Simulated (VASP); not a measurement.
# V (P6_3/mmc) in VASP: further runs

Runs on V. Level: PBE. Tasks: relaxation of cell and atoms, single point.

Everything below comes from runs of VASP 6.6.1. Logs are shortened: lines on timing, memory, paths and dates and some standing lists are left out, and cuts for length are marked.

**1. The cell of the first run**

Symmetry: P6_3/mmc, No. 194, hexagonal system. Conventional cell: a = 2.611 Å, b = 2.611 Å, c = 9.377 Å, α = 90.00°, β = 90.00°, γ = 120.00°. Within 3.4 Å of V (site symmetry -3m) lie 12 V at 2.61 to 2.79 Å. V (site symmetry -6m2) has 12 V at 2.61 to 2.79 Å within 3.4 Å.

This isn't the form of V at room conditions, which is bcc.

**2. Relaxation of cell and atoms, PBE**

INCAR

```
  PREC = Accurate
  ENCUT = 600
  EDIFF = 1E-6
  ISMEAR = 0
  SIGMA = 0.1
  LREAL = F
  LASPH = T
  NELM = 80
  ALGO = Fast
  ISIF = 3
  LWAVE = F
  LCHARG = F
  GGA = PE
  IBRION = 2
  NSW = 65
  EDIFFG = -0.01
```

KPOINTS

```
regular mesh
0
Gamma
  18 18 5
```

POSCAR

```
V
1.0
    2.6105249404      0.0000000000      0.0000000000
   -1.3052624702      2.2607809156      0.0000000000
    0.0000000000      0.0000000000      9.3774670782
V
4
Direct
    0.0000000000      0.0000000000      0.0000000000
    0.3333333333      0.6666666667      0.2500000000
    0.0000000000      0.0000000000      0.5000000000
    0.6666666667      0.3333333333      0.7500000000
```

Potentials or basis: VASP PAW PBE potentials, release 64 (V_sv).

On the command line:

```
> cat potpaw_PBE.64/V_sv/POTCAR > POTCAR
> mpirun -np 1 vasp_std > vasp.out
```

OUTCAR:

```text
PREC = Accurate
   ENCUT = 600
   EDIFF = 1E-6
   ISMEAR = 0
   LREAL = F
   LASPH = T
   NELM = 80
   ISIF = 3
   GGA = PE
   IBRION = 2
   NSW = 65
   EDIFFG = -0.01

 ion  position               nearest neighbor table
   1  0.000  0.000  0.000-   2 2.79   4 2.79   4 2.79   2 2.79   4 2.79   2 2.79
   2  0.333  0.667  0.250-   1 2.79   3 2.79   1 2.79   3 2.79   1 2.79   3 2.79
   3  0.000  0.000  0.500-   2 2.79   4 2.79   4 2.79   2 2.79   4 2.79   2 2.79
   4  0.667  0.333  0.750-   1 2.79   3 2.79   1 2.79   3 2.79   1 2.79   3 2.79

  LATTYP: Found a hexagonal cell.
 ALAT       =     2.6105249404
 C/A-ratio  =     3.5921767814

  Lattice vectors:

 A1 = (   2.6105249404,   0.0000000000,   0.0000000000)
 A2 = (  -1.3052624702,   2.2607809156,   0.0000000000)
 A3 = (   0.0000000000,   0.0000000000,   9.3774670782)

Analysis of symmetry for initial positions (statically):
=====================================================================
 Subroutine PRICEL returns:
 Original cell was already a primitive cell.

 Routine SETGRP: Setting up the symmetry group for a
 hexagonal supercell.

 Subroutine GETGRP returns: Found 24 space group operations
 (whereof 12 operations were pure point group operations)
 out of a pool of 24 trial point group operations.

The static configuration has the point symmetry D_3d.
 The point group associated with its full space group is D_6h.

Analysis of symmetry for dynamics (positions and initial velocities):
=====================================================================
 Subroutine PRICEL returns:
 Original cell was already a primitive cell.

 Routine SETGRP: Setting up the symmetry group for a
 hexagonal supercell.

 Subroutine GETGRP returns: Found 24 space group operations
 (whereof 12 operations were pure point group operations)
 out of a pool of 24 trial point group operations.

The dynamic configuration has the point symmetry D_3d.
 The point group associated with its full space group is D_6h.

 Subroutine INISYM returns: Found 24 space group operations
 (whereof 12 operations are pure point group operations),
 and found     1 'primitive' translations

----------------------------------------------------------------------------------------

                                     Primitive cell

  volume of cell :      55.3442

  direct lattice vectors                    reciprocal lattice vectors
     2.610524940  0.000000000  0.000000000     0.383064718  0.221162518  0.000000000
    -1.305262470  2.260780916  0.000000000     0.000000000  0.442325036  0.000000000
     0.000000000  0.000000000  9.377467078     0.000000000  0.000000000  0.106638604

  length of vectors
     2.610524940  2.610524940  9.377467078     0.442325036  0.442325036  0.106638604

  position of ions in fractional coordinates (direct lattice)
     0.000000000  0.000000000  0.000000000
     0.333333333  0.666666667  0.250000000
     0.000000000  0.000000000  0.500000000
     0.666666667  0.333333333  0.750000000

  ion indices of the primitive-cell ions
   primitive index   ion index
                 1           1
                 2           2
                 3           3
                 4           4

----------------------------------------------------------------------------------------

 KPOINTS: regular mesh

Automatic generation of k-mesh.
 Grid dimensions read from file:
 generate k-points for:   18   18    5

 Generating k-lattice:

  Cartesian coordinates                     Fractional coordinates (reciprocal lattice)
     0.021281373  0.012286807  0.000000000     0.055555556 -0.000000000  0.000000000
     0.000000000  0.024573613  0.000000000     0.000000000  0.055555556  0.000000000
     0.000000000  0.000000000  0.021327721     0.000000000  0.000000000  0.200000000

  Length of vectors
     0.024573613  0.024573613  0.021327721

  Shift w.r.t. Gamma in fractional coordinates (k-lattice)
     0.000000000  0.000000000  0.000000000

 Subroutine IBZKPT returns following result:
 ===========================================

 Found    111 irreducible k-points:

 Following reciprocal coordinates:
            Coordinates               Weight
  0.000000  0.000000  0.000000      1.000000
  0.055556  0.000000  0.000000      6.000000
  0.111111  0.000000  0.000000      6.000000
  0.166667 -0.000000  0.000000      6.000000
  0.222222  0.000000  0.000000      6.000000
  0.277778  0.000000  0.000000      6.000000
[... 16 lines left out ...]
  0.333333  0.111111  0.000000     12.000000
  0.388889  0.111111  0.000000     12.000000
 [... further k-points ...]
   k-points           NKPTS =    111   k-points in BZ     NKDIM =    111   number of bands    NBANDS=     31
   number of dos      NEDOS =    301   number of ions     NIONS =      4
   total plane-waves  NPLWV =  46080
   dimension x,y,z NGX =    24 NGY =   24 NGZ =   80
   dimension x,y,z NGXF=    48 NGYF=   48 NGZF=  160
   ions per type =               4
   NGX,Y,Z   is equivalent  to a cutoff of  15.28, 15.28, 14.18 a.u.
   NGXF,Y,Z  is equivalent  to a cutoff of  30.57, 30.57, 28.37 a.u.
 SYSTEM =  unknown system
   PREC   = accura    normal or accurate (medium, high low for compatibility)
   ISTART =      0    job   : 0-new  1-cont  2-samecut
   ICHARG =      2    charge: 1-file 2-atom 10-const
   ISPIN  =      1    spin polarized calculation?
   LNONCOLLINEAR =      F non collinear calculations
   LSORBIT =      F    spin-orbit coupling
   LASPH  =      T    aspherical Exc in radial PAW
   ENCUT  =  600.0 eV  44.10 Ry    6.64 a.u.   5.21  5.21 18.73*2*pi/ulx,y,z
   NELM   =     80;   NELMIN=  2; NELMDL= -5     # of ELM steps
   EDIFF  = 0.1E-05   stopping-criterion for ELM
   LREAL  =      F    real-space projection
   EDIFFG = -.1E-01   stopping-criterion for IOM
   NSW    =     65    number of steps for IOM
   IBRION =      2    ionic relax: 0-MD 1-quasi-New 2-CG
   NFREE  =      1    steps in history (QN), initial steepest desc. (CG)
   ISIF   =      3    stress and relaxation
   ISYM   =      2    0-nonsym 1-usesym 2-fastsym
   POTIM  = 0.5000    time-step for ionic-motion
   TEBEG  =    0.0;   TEEND  =   0.0 temperature during run
   PSTRESS=    0.0 pullay stress
   NELECT =      52.0000    total number of electrons
   NUPDOWN=      -1.0000    fix difference up-down
   EMIN   =  10.00;   EMAX   =-10.00  energy-range for DOS
   EFERMI =   0.00;   METHOD = LEGACY
   ISMEAR =     0;   SIGMA  =   0.10  broadening in eV -4-tet -1-fermi 0-gaus
   EFERMI_NEDOS =   21; number of points for ismear=-14 and -15
   IALGO  =     68    algorithm
   IMIX   =      4    mixing-type and parameters
     AMIX     =   0.40;   BMIX     =  1.00
     AMIX_MAG =   1.60;   BMIX_MAG =  1.00
  volume/ion in A,a.u.               =      13.84        93.37
  Fermi-wavevector in a.u.,A,eV,Ry     =   1.603437  3.030057 34.980732  2.571011
  Thomas-Fermi vector in A             =   2.700100
   LORBIT       =      0    0 simple, 1 ext, 2 COOP (PROOUT), +10 PAW based schemes
   GGA     = PE    functional components
   LHFCALC =     F    Hartree Fock is set to
   AEXX    =    0.0000 exact exchange contribution
   IVDW    =     0    specifies the selected vdW correction
   LEPSILON=     F    determine dielectric tensor
   LRPA    =     F    only Hartree local field effects (RPA)
 conjugate gradient relaxation of ions
 non-spin polarized calculation
 RMM-DIIS sequential band-by-band and
 Gauss-broadening in eV      SIGMA  =   0.10
  energy-cutoff  :      600.00
  volume of cell :       55.34
 maximum number of plane-waves:      1867
 NGX is ok and might be reduce to    24

--------------------------------------- Ionic step        1  -------------------------------------------

 number of electron      52.0000014 magnetization

 Free energy of the ion-electron system (eV)
  ---------------------------------------------------
  ext. energy  EPLUGINS =         0.00000000
  ---------------------------------------------------
  free energy    TOTEN  =       -35.03132486 eV

  energy without entropy =      -34.99494513  energy(sigma->0) =      -35.01313499

------------------------ aborting loop because EDIFF is reached ----------------------------------------

  FORCE on cell =-STRESS in cart. coord.  units (eV):
  Direction    XX          YY          ZZ          XY          YZ          ZX
  --------------------------------------------------------------------------------------
  -------------------------------------------------------------------------------------
  Total        0.4087980      0.4087980     -0.5169338     -0.0000000      0.0000000      0.0000000
  in kB       11.8344342     11.8344342    -14.9648937     -0.0000000      0.0000000      0.0000000
  external PRESSURE =       2.9013249 kB  Pullay stress =       0.0000000 kB

 VOLUME and BASIS-vectors are now :
 -----------------------------------------------------------------------------
  energy-cutoff  :      600.00
  volume of cell :       55.34
      direct lattice vectors                 reciprocal lattice vectors
     2.610524940  0.000000000  0.000000000     0.383064718  0.221162518  0.000000000
    -1.305262470  2.260780916  0.000000000     0.000000000  0.442325036  0.000000000
     0.000000000  0.000000000  9.377467078     0.000000000  0.000000000  0.106638604
[... 115 lines left out ...]
 POSITION                                       TOTAL-FORCE (eV/Angst)
 -----------------------------------------------------------------------------------
      0.00000      0.00000      0.00000        -0.000000      0.000000      0.000000
     -0.00000      1.52182      2.28955        -0.000000      0.000000      0.000000
     -0.00000      0.00000      4.57910        -0.000000      0.000000      0.000000
      1.31794      0.76091      6.86865         0.000000     -0.000000     -0.000000
 -----------------------------------------------------------------------------------
    total drift:                               -0.000000      0.000000     -0.000000

  FREE ENERGIE OF THE ION-ELECTRON SYSTEM (eV)
  ---------------------------------------------------
  free  energy   TOTEN  =       -35.0386024703 eV

  energy  without entropy=      -35.0074095357  energy(sigma->0) =      -35.02300600

--------------------------------------- Ionic step        5  -------------------------------------------

 number of electron      52.0000014 magnetization

 Free energy of the ion-electron system (eV)
  ---------------------------------------------------
  ext. energy  EPLUGINS =         0.00000000
  ---------------------------------------------------
  free energy    TOTEN  =       -35.04001994 eV

  energy without entropy =      -35.00768454  energy(sigma->0) =      -35.02385224

 E-fermi :   9.6860     XC(G=0): -12.7439

 val. band max:        9.6840635089   @ k =   0.3889   0.1667   0.2000
 cond. band min:       9.6906535042   @ k =   0.2222   0.0000   0.2000
 fundamental gap:      0.0065899953
 Fermi energy:         9.6860496183

 k-point     1 :       0.0000    0.0000    0.0000
  band No.  band energies     occupation
      1     -54.3784      2.00000
      2     -54.3395      2.00000
      3     -54.2781      2.00000
      4     -54.2384      2.00000
      5     -28.4880      2.00000
      6     -28.1549      2.00000
[... 805 lines left out ...]
     30      11.2025      0.00000
     31      11.3943      0.00000

 [... further k-points ...]

------------------------ aborting loop because EDIFF is reached ----------------------------------------

  FORCE on cell =-STRESS in cart. coord.  units (eV):
  Direction    XX          YY          ZZ          XY          YZ          ZX
  --------------------------------------------------------------------------------------
  -------------------------------------------------------------------------------------
  Total        0.0268252      0.0268252     -0.0069776      0.0000000      0.0000000      0.0000000
  in kB        0.7751544      0.7751544     -0.2016274      0.0000000      0.0000000      0.0000000
  external PRESSURE =       0.4495605 kB  Pullay stress =       0.0000000 kB

 VOLUME and BASIS-vectors are now :
 -----------------------------------------------------------------------------
  energy-cutoff  :      600.00
  volume of cell :       55.45
      direct lattice vectors                 reciprocal lattice vectors
     2.636859245  0.000000000  0.000000000     0.379239052  0.218953769  0.000000000
    -1.318429622  2.283587092 -0.000000000     0.000000000  0.437907537  0.000000000
    -0.000000000  0.000000000  9.207899656    -0.000000000  0.000000000  0.108602400

 POSITION                                       TOTAL-FORCE (eV/Angst)
 -----------------------------------------------------------------------------------
      0.00000      0.00000      0.00000        -0.000000      0.000000      0.000000
     -0.00000      1.52239      2.30197         0.000000     -0.000000      0.000000
     -0.00000      0.00000      4.60395        -0.000000      0.000000      0.000000
      1.31843      0.76120      6.90592         0.000000      0.000000     -0.000000
 -----------------------------------------------------------------------------------
    total drift:                               -0.000000      0.000000     -0.000000

  FREE ENERGIE OF THE ION-ELECTRON SYSTEM (eV)
  ---------------------------------------------------
  free  energy   TOTEN  =       -35.0400199381 eV

  energy  without entropy=      -35.0076845430  energy(sigma->0) =      -35.02385224

 reached required accuracy - stopping structural energy minimisation
```

It took 16 min on 1 thread of Intel Xeon Platinum 8259CL at 2.50GHz (Skylake/Cascade Lake), shared host; peak memory 0.33 GiB.

Results:

| Quantity | Value |
| --- | --- |
| Free energy | -35.0400 eV |
| Relaxed volume | 13.86 Å³/atom |
| Relaxed cell | a = 2.637 Å, b = 2.637 Å, c = 9.208 Å, α = 90.00°, β = 90.00°, γ = 120.00° |
| Space group after relaxing (to 0.1 Å) | P6_3/mmc (No. 194) |
| Energy gained by relaxing | 2.2 meV/atom |
| Ionic steps | 5 |
| Pressure after relaxing | 0.0 GPa |
| Band gap on the k mesh | zero (bands 26 and 27 overlap by 0.96 eV) |

The path:
```csv
step,energy change (eV),largest force (eV/Å),pressure (GPa),volume (Å³)
1,0.0000,0.0000,0.29,55.34
2,-0.0054,0.0000,-0.27,55.54
3,-0.0075,0.0000,-0.91,55.76
4,-0.0073,0.0000,1.16,55.10
5,-0.0087,0.0000,0.04,55.45
```

Final structure:
```xyz
4
Lattice="2.6369 0.0000 0.0000 -1.3184 2.2836 0.0000 0.0000 0.0000 9.2079" Properties=species:S:1:pos:R:3 pbc="T T T"
V     0.0000    0.0000    0.0000
V     0.0000    1.5224    2.3020
V     0.0000    0.0000    4.6039
V     1.3184    0.7612    6.9059
```

Levels at points of the mesh, in eV from the Fermi level:
```csv
k point,band 24,band 25,band 26,band 27,band 28,band 29
"(0.00, 0.00, 0.00)",0.12,0.21,0.21,0.25,0.25,0.49
"(0.50, 0.00, 0.00)",-0.79,-0.27,0.29,0.41,1.53,1.56
```

**3. Single point, PBE**

This run uses another cell than the first one: it holds 2 atoms, not 4.

INCAR

```
SYSTEM = V
ALGO = Normal
EDIFF = 1E-6
ENCUT = 520
GGA = PE
ISIF = 2
ISMEAR = 0
LASPH = .TRUE.
LCHARG = .TRUE.
LELF = .TRUE.
LREAL = .FALSE.
LVHAR = .TRUE.
LWAVE = .FALSE.
NBANDS = 20
NELM = 60
PREC = Accurate
SIGMA = 0.1
```

KPOINTS

```
k-points
0
G
  18 18 10
  0 0 0
```

POSCAR

```
V
1.0
    2.6105249404     -0.0000002812      0.0000000000
   -1.3052622267      2.2607810562      0.0000000000
    0.0000000000      0.0000000000      4.6887335391
V
2
Direct
    0.0000000000      0.0000000000      0.0000000000
    0.3333333333      0.6666666667      0.5000000000
```

Potentials or basis: VASP PAW PBE potentials, release 64 (V_sv).

On the command line:

```
> cat potpaw_PBE.64/V_sv/POTCAR > POTCAR
> mpirun -np 1 vasp_std > vasp.out
```

It took 66 s on 1 thread of Intel Xeon Platinum 8375C at 2.90GHz (Ice Lake), shared host; peak memory 0.21 GiB.

The run converged. Its results:

```
Free energy            : -17.4873 eV
Pressure               : 0.2 GPa
Band gap on the k mesh : zero (bands 13 and 14 overlap by 2.21 eV)
```

Levels at points of the mesh, in eV from the Fermi level:
```tsv
k point	band 10	band 11	band 12	band 13	band 14	band 15	band 16	band 17
(0.00, 0.00, 0.00)	-3.43	-0.53	-0.16	0.31	0.31	0.64	0.64	1.78
(0.50, 0.00, 0.00)	-2.85	-2.70	-0.33	-0.23	0.32	0.57	2.97	3.47
(0.00, 0.00, 0.50)	-5.07	-0.99	-0.99	0.35	0.35	0.35	0.35	2.48
(0.50, 0.00, 0.50)	-3.26	-1.78	-1.78	1.60	1.60	1.62	1.62	3.53
```

(Continued in part 2 of 2.)
